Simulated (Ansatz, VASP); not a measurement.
Hf: VASP beside Ansatz

Contents of INCAR:

```
SYSTEM = Hf
AGGAC    = 1.0          
AGGAX    = 1.0          
ALDAC    = 0.0          
ALDAX    = 1.0          
ALGO     = Normal         ! electronic algorithm
EDIFF    = 1E-6           ! SCF threshold, eV
ENCUT    = 520            ! plane-wave cutoff, eV
GGA      = B5             ! functional
ISIF     = 2              ! what is computed and relaxed
ISMEAR   = -1             ! smearing method
LASPH    = .TRUE.         ! aspherical terms in the spheres
LCHARG   = .FALSE.        ! write CHGCAR
LREAL    = .FALSE.        ! projectors in reciprocal space
LWAVE    = .FALSE.        ! write WAVECAR
NBANDS   = 17             ! bands
NELM     = 80             ! most SCF steps
PREC     = Accurate       ! precision mode
SIGMA    = 0.1            ! smearing width, eV
```

KPOINTS

```
k-points
0
G
  9 9 9
  0 0 0
```

File POSCAR:

```
Hf
1.0
    0.0000000000      3.2994479366      3.2994479366
    3.2994479366      0.0000000000      3.2994479366
    3.2994479366      3.2994479366      0.0000000000
Hf
2
Direct
    0.1250000000      0.1250000000      0.1250000000
    0.8750000000      0.8750000000      0.8750000000
```

Input for Ansatz:

```yaml
crystal:
  lattice:
    - [0.0, 3.2994479366, 3.2994479366]
    - [3.2994479366, 0.0, 3.2994479366]
    - [3.2994479366, 3.2994479366, 0.0]
  atoms:
    - { symbol: Hf, position: [0.125, 0.125, 0.125] }
    - { symbol: Hf, position: [0.875, 0.875, 0.875] }
hamiltonian:
  xc: blyp
  pseudopotentials:
    kind: paw
    azcp:
      Hf: "pseudopotentials/Hf.paw.azcp"
basis:
  ecutwfc: 420
  fft_grid_basis: typed
kpoints:
  mp_grid: { grid: [9, 9, 9], shift: [0, 0, 0] }
magnetization:
  spin_polarized: false
scf:
  occupations: { method: fermi_dirac, width: 0.1 }
  lower_state_search: "off"
output:
  stress: true
```

Alike in both runs: task single point; functional BLYP; k mesh 9 × 9 × 9; occupations fermi-dirac, width 0.1 eV; no spin polarisation.

|  | VASP | Ansatz |
| --- | --- | --- |
| version | VASP 6.6.1 | Ansatz 0.2.0 |
| potentials or method | VASP PAW PBE potentials, release 64 (Hf_pv), cutoff 520 eV | plane waves (420 eV) with PAW, scalar-relativistic |
| valence electrons in the cell | 20 | 52 |

|  | VASP | Ansatz | Ansatz less VASP |
| --- | --- | --- | --- |
| pressure (GPa) | 1.1 | 1.2 | +0.13 |

VASP's potentials were made for PBE, not for BLYP. VASP's potentials hold 20 valence electrons a cell and Ansatz's 52, so a difference there can come from the potentials and not from the codes.

Spin-orbit coupling is off throughout.
